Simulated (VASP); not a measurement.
Here is a VASP 6.6.1 calculation.

File INCAR:

```
SYSTEM = CsSbSI2
PREC = Accurate
ENCUT = 520
EDIFF = 1E-7
ISMEAR = 0
SIGMA = 0.05
LREAL = .False.
LASPH = .True.
NELM = 60
ALGO = Fast
ISIF = 2
LWAVE = .False.
LCHARG = .False.
GGA = PE
NBANDS = 25
```

Contents of KPOINTS:

```
Automatic mesh
0
Gamma
  6 6 8
  0 0 0
```

File POSCAR:

```
CsSbSI2
1.0
    6.2770065739      0.0000000000      0.0000000000
    0.0000000000      6.2770065739      0.0000000000
    0.0000000000      0.0000000000      4.8965414189
Cs Sb S I
1 1 1 2
Direct
    0.0000000000      0.0000000000      0.0000000000
    0.5000000000      0.5000000000      0.5000000000
    0.5000000000      0.5000000000      0.0000000000
    0.0000000000      0.5000000000      0.5777347664
    0.5000000000      0.0000000000      0.4222652336
```

Potentials or basis: VASP PAW PBE potentials, release 64 (Cs_sv, Sb, S, I).

Run with:

```sh
$ cat potpaw_PBE.64/Cs_sv/POTCAR potpaw_PBE.64/Sb/POTCAR potpaw_PBE.64/S/POTCAR potpaw_PBE.64/I/POTCAR > POTCAR
$ mpirun -np 1 vasp_std > vasp.out
```

Task: What does it give for the largest force?

Result: 0.374 eV/Å.

Task: Estimate the pressure.

Result: 2.2 GPa.

Task: Estimate the band gap on the k mesh.

Result: Zero (bands 17 and 18 overlap by 0.96 eV).

Stress tensor (GPa, compression positive):
```
1.01 0.00 0.00
0.00 1.01 0.00
0.00 0.00 4.67
```

Caveat: the cell differs from its parent crystal (strained and its atoms moved); spin-orbit coupling is left out, which moves the levels of the heavy elements.
